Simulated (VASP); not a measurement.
# SiNi in VASP: a series of runs, part 3 of 3

VASP 6.6.1. The steps go on from the part before.

## Step 5: Single point, PBE

INCAR

```
  ALGO = Normal
  EDIFF = 1E-6
  ENCUT = 520
  GGA = PE
  ISIF = 2
  ISMEAR = -1
  ISYM = 0
  LASPH = True
  LCHARG = False
  LREAL = Auto
  LWAVE = False
  NBANDS = 86
  NELM = 80
  PREC = Accurate
  SIGMA = 0.1534
```

KPOINTS

```
Automatic mesh
0
Gamma
  1 1 1
  0.25 0.25 0.25
```

POSCAR

```
SiNi
1.0
    6.4002940000      0.0757740000      0.0022980000
    0.0757740000      6.4122190000      0.0415250000
    0.0022980000      0.0415250000      6.5625770000
Si Ni
10 10
Direct
    0.8368832565      0.5700964206      0.1900038031
    0.7649749134      0.7935837751      0.5429218615
    0.9730572905      1.0095364886      0.8379651639
    0.6698517863      0.5266372222      0.7481384325
    0.4092865143      0.5054149248      0.3262261311
    0.1076119876      0.1222058571      0.2113206610
    0.0934217096      0.6372906362      0.7165066137
    0.3490907190      0.1138412531      0.5211307283
    0.5734708396      0.2308593626      0.0996033615
    0.5101919737      0.8634068751      0.9336723376
    0.1236557704      0.7878302714      0.0616465433
    0.0260188346      0.0450384534      0.5270083668
    0.6834957231      0.3507458704      0.4369045277
    0.6847416753      0.1024905823      0.7401402745
    0.8319255529      0.9484676071      0.1939473042
    0.0859080650      0.4459081431      0.4586089043
    0.2901888014      0.1188260212      0.8570201760
    0.3987124062     -0.0862739076      0.2831584731
    0.3237507890      0.4959620270      0.9293913348
    0.9455249359      0.3412686502      0.9008421544
```

Potentials or basis: VASP PAW PBE potentials, release 64 (Si, Ni).

The run is started by

```bash
> cat potpaw_PBE.64/Si/POTCAR potpaw_PBE.64/Ni/POTCAR > POTCAR
> mpirun -np 1 vasp_std > vasp.out
```

OUTCAR:

```text
EDIFF = 1E-6
   ENCUT = 520
   GGA = PE
   ISIF = 2
   ISMEAR = -1
   ISYM = 0
   LASPH = True
   LREAL = Auto
   NELM = 80
   PREC = Accurate

 ion  position               nearest neighbor table
   1  0.837  0.570  0.190-  13 2.36  15 2.43  11 2.47  16 2.49  20 2.50   2 2.77   9 2.85   5 2.92
                             4 3.11
   2  0.765  0.794  0.543-   4 2.26  12 2.35  14 2.42  15 2.52   7 2.57   3 2.76   1 2.77  18 2.98
                            13 2.99  16 3.05  10 3.07
   3  0.973  0.010  0.838-  14 2.03  12 2.08  17 2.17  20 2.18  11 2.23  15 2.53   7 2.62   6 2.71
[... 292 lines left out ...]
  Total        9.0190944     -1.3582765      1.9615147     -6.5275987     -0.5145206     -4.7883150
  in kB       53.6623176     -8.0815503     11.6707308    -38.8382758     -3.0613237    -28.4897874
  external PRESSURE =      19.0838327 kB  Pullay stress =       0.0000000 kB

 VOLUME and BASIS-vectors are now :
 -----------------------------------------------------------------------------
  energy-cutoff  :      520.00
  volume of cell :      269.28
      direct lattice vectors                 reciprocal lattice vectors
     6.400294000  0.075774000  0.002298000     0.156264697 -0.001846321 -0.000043036
     0.075774000  6.412219000  0.041525000    -0.001846321  0.155980459 -0.000986327
     0.002298000  0.041525000  6.562577000    -0.000043036 -0.000986327  0.152385421

 POSITION                                       TOTAL-FORCE (eV/Angst)
 -----------------------------------------------------------------------------------
      5.39993      3.72689      1.27251         0.939499      0.107851     -0.196532
      4.95744      5.16914      3.59768         0.068083      1.288428     -1.211333
      6.23050      0.16968      5.50184         0.762669     -2.541731      2.730567
      4.32887      3.45874      4.93312        -0.630937     -1.233435      1.335039
      2.65860      3.28539      2.16281        -2.007321      1.648557     -0.904234
      0.69849      0.80054      1.39213         1.550626      1.793867     -1.445065
[... 12 lines left out ...]
      2.11182      3.24334      6.12054         1.805153      0.003483      0.555659
      6.07957      2.29734      5.92819         0.098551      1.514856      0.795916
 -----------------------------------------------------------------------------------
    total drift:                                0.004162      0.006171     -0.000536

  FREE ENERGIE OF THE ION-ELECTRON SYSTEM (eV)
  ---------------------------------------------------
  free  energy   TOTEN  =      -109.1160863285 eV

  energy  without entropy=     -108.3203081101  energy(sigma->0) =     -108.71819722
```

OSZICAR:

```text
N       E                     dE             d eps       ncg     rms          rms(c)
DAV:   1     0.104857408253E+04    0.10486E+04   -0.59001E+04   172   0.187E+03
DAV:   2    -0.663315800259E+00   -0.10492E+04   -0.10130E+04   172   0.418E+02
DAV:   3    -0.115986889450E+03   -0.11532E+03   -0.10660E+03   178   0.161E+02
[... 15 lines left out ...]
DAV:  19    -0.109116162994E+03    0.34873E-04   -0.19467E-04   256   0.209E-01    0.928E-02
DAV:  20    -0.109116091061E+03    0.71933E-04   -0.20299E-04   264   0.164E-01    0.337E-02
DAV:  21    -0.109116092294E+03   -0.12328E-05   -0.72139E-05   248   0.121E-01    0.311E-02
DAV:  22    -0.109116086192E+03    0.61015E-05   -0.37172E-05   216   0.101E-01    0.111E-02
DAV:  23    -0.109116086328E+03   -0.13617E-06   -0.76396E-06   160   0.336E-02
   1 F= -.10911609E+03 E0= -.10871820E+03  d E =-.795778E+00
```

It took 2.1 min on 1 thread of AMD EPYC 7R43 (Zen 3), shared host; peak memory 0.28 GiB.

Results:

- Free energy: -109.1161 eV
- Pressure: 1.9 GPa
- Largest force: 3.808 eV/Å
- Band gap on the k mesh: 0.13 eV

Forces in eV/Å, atoms in the order of the input:
```
Si   0.939  0.108 -0.197
Si   0.068  1.288 -1.211
Si   0.763 -2.542  2.731
Si  -0.631 -1.233  1.335
Si  -2.007  1.649 -0.904
Si   1.551  1.794 -1.445
Si  -0.398  0.760  1.283
Si   2.007  2.186  1.249
Si  -0.144 -0.084 -0.254
Si   0.223 -2.065  0.619
Ni   0.842 -0.792 -0.555
Ni  -1.611  0.084 -0.775
Ni   0.953 -1.021 -0.172
Ni  -3.190  1.138 -0.516
Ni  -3.619 -0.430  0.365
Ni  -0.090 -1.315 -1.517
Ni   0.638  0.782  0.606
Ni   1.804 -1.826 -1.993
Ni   1.805  0.003  0.556
Ni   0.099  1.515  0.796
```

Levels at points of the mesh, in eV from the valence-band top:
| k point | band 67 | band 68 | band 69 | band 70 | band 71 | band 72 | band 73 | band 74 |
| --- | --- | --- | --- | --- | --- | --- | --- | --- |
| (0.25, 0.25, 0.25) | -0.50 | -0.25 | -0.12 | 0.00 | 0.13 | 0.50 | 0.77 | 0.99 |

Caveat: the k points lie up to 0.98 Å⁻¹ apart. Spin polarisation is off, so any magnetic state and its effect on volume and gap are missing.

## Step 6: Single point, PBE

INCAR

```
PREC = Accurate
ENCUT = 520
EDIFF = 1E-6
ISMEAR = -1
SIGMA = 0.1534
LREAL = Auto
LASPH = True
NELM = 100
ALGO = Normal
ISIF = 2
LWAVE = False
LCHARG = False
GGA = PE
NBANDS = 86
ISYM = 0
```

KPOINTS is that of step 5.

POSCAR

```
SiNi
1.0
    6.4002940000      0.0757740000      0.0022980000
    0.0757740000      6.4122190000      0.0415250000
    0.0022980000      0.0415250000      6.5625770000
Si Ni
10 10
Direct
    0.9636251850      0.6058431139      0.1811809529
    0.7761538014      0.8339463299      0.3890480488
    0.9989886288      0.9478039157      0.8020796962
    0.7094959198      0.4881299061      0.7541191492
    0.3163420693      0.6176830223      0.3961874670
    0.2179239098      0.2389583729      0.2872393672
    0.1528158744      0.5706640334      0.7959006051
    0.4453780381      0.2475691771      0.5688896620
    0.6534528892      0.2245791780      0.0622850924
    0.6011106832      0.8413399213      1.0114054292
    0.2401413791      0.7992558065      0.0529863585
    0.1168360100     -0.0959139639      0.4020760957
    0.7312336195      0.4915870590      0.4074563198
    0.6554943116      0.0025968092      0.7062315370
    0.8841740948      1.0038300076      0.0955748217
    0.0996122328      0.2465706589      0.5956392198
    0.3305384408      0.1900747906      0.9147404392
    0.5044395334      0.0190043125      0.3175143917
    0.4518399610      0.4869416011      1.0060467743
    0.9772799893      0.3242417751      0.9663411295
```

Potentials or basis: VASP PAW PBE potentials, release 64 (Si, Ni).

The run is started by

```bash
> cat potpaw_PBE.64/Si/POTCAR potpaw_PBE.64/Ni/POTCAR > POTCAR
> mpirun -np 1 vasp_std > vasp.out
```

OUTCAR:

```text
PREC = Accurate
   ENCUT = 520
   EDIFF = 1E-6
   ISMEAR = -1
   LREAL = Auto
   LASPH = True
   NELM = 100
   ISIF = 2
   GGA = PE
   ISYM = 0

 ion  position               nearest neighbor table
   1  0.964  0.606  0.181-  13 2.23  20 2.31   2 2.33  11 2.34  12 2.62  15 2.64   5 2.67   7 2.81
                             6 2.91  10 2.95
   2  0.776  0.834  0.389-  18 2.13  13 2.22  12 2.24  15 2.31   1 2.33  14 2.47  10 2.72
   3  0.999  0.948  0.802-  15 2.09  14 2.30  11 2.43  16 2.43   7 2.59  20 2.66  12 2.75  17 2.77
                            10 2.98
[... 290 lines left out ...]
  Total        8.8369298      9.4096292     -2.0043359    -13.1739345     -5.3237219     -5.0896050
  in kB       52.5784645     55.9859436    -11.9255113    -78.3830203    -31.6753814    -30.2824193
  external PRESSURE =      32.2129656 kB  Pullay stress =       0.0000000 kB

 VOLUME and BASIS-vectors are now :
 -----------------------------------------------------------------------------
  energy-cutoff  :      520.00
  volume of cell :      269.28
      direct lattice vectors                 reciprocal lattice vectors
     6.400294000  0.075774000  0.002298000     0.156264697 -0.001846321 -0.000043036
     0.075774000  6.412219000  0.041525000    -0.001846321  0.155980459 -0.000986327
     0.002298000  0.041525000  6.562577000    -0.000043036 -0.000986327  0.152385421

 POSITION                                       TOTAL-FORCE (eV/Angst)
 -----------------------------------------------------------------------------------
      6.21381      3.96534      1.21639         0.708985      0.007279     -0.327663
      5.03170      5.42241      2.58957        -0.123080     -0.078059      2.207933
      6.46748      6.18653      5.30536         1.801261      0.070865     -2.462648
      4.57970      3.21507      4.97086         0.364720     -0.094880      0.358860
      2.07240      4.00114      2.62639         0.789369     -0.559100     -0.234637
      1.41354      1.56069      1.89545        -0.555009      0.006942     -2.800424
[... 12 lines left out ...]
      2.92882      3.15686      0.06094         0.615005      3.655892      0.619118
      6.28167      2.19329      6.35740         0.092132      0.861059     -0.463434
 -----------------------------------------------------------------------------------
    total drift:                                0.004547     -0.002248     -0.001342

  FREE ENERGIE OF THE ION-ELECTRON SYSTEM (eV)
  ---------------------------------------------------
  free  energy   TOTEN  =      -109.9011937448 eV

  energy  without entropy=     -109.2683618272  energy(sigma->0) =     -109.58477779
```

Wall time 3.1 min (1 thread of AMD EPYC 7R43 (Zen 3), shared host); peak memory 0.29 GiB.

What came out:

```yaml
Free_energy: -109.9012 eV
Pressure: 3.2 GPa
Largest_force: 3.759 eV/Å
Band_gap_on_the_k_mesh: 0.23 eV
```

Forces on the atoms (eV/Å):
```
Si   0.709  0.007 -0.328
Si  -0.123 -0.078  2.208
Si   1.801  0.071 -2.463
Si   0.365 -0.095  0.359
Si   0.789 -0.559 -0.235
Si  -0.555  0.007 -2.800
Si   0.429  0.332 -0.888
Si   0.757  0.306  0.934
Si  -1.286  1.343  0.115
Si  -1.579 -1.044 -0.842
Ni  -0.051  0.594  0.029
Ni   0.174  0.380  0.663
Ni  -1.764 -0.943  0.604
Ni   0.418 -0.362 -0.012
Ni   1.783 -2.259  2.192
Ni  -1.263  0.460  1.281
Ni  -0.737 -2.867 -0.596
Ni  -0.576  0.191 -0.377
Ni   0.615  3.656  0.619
Ni   0.092  0.861 -0.463
```

Caveat: the k points lie up to 0.98 Å⁻¹ apart.
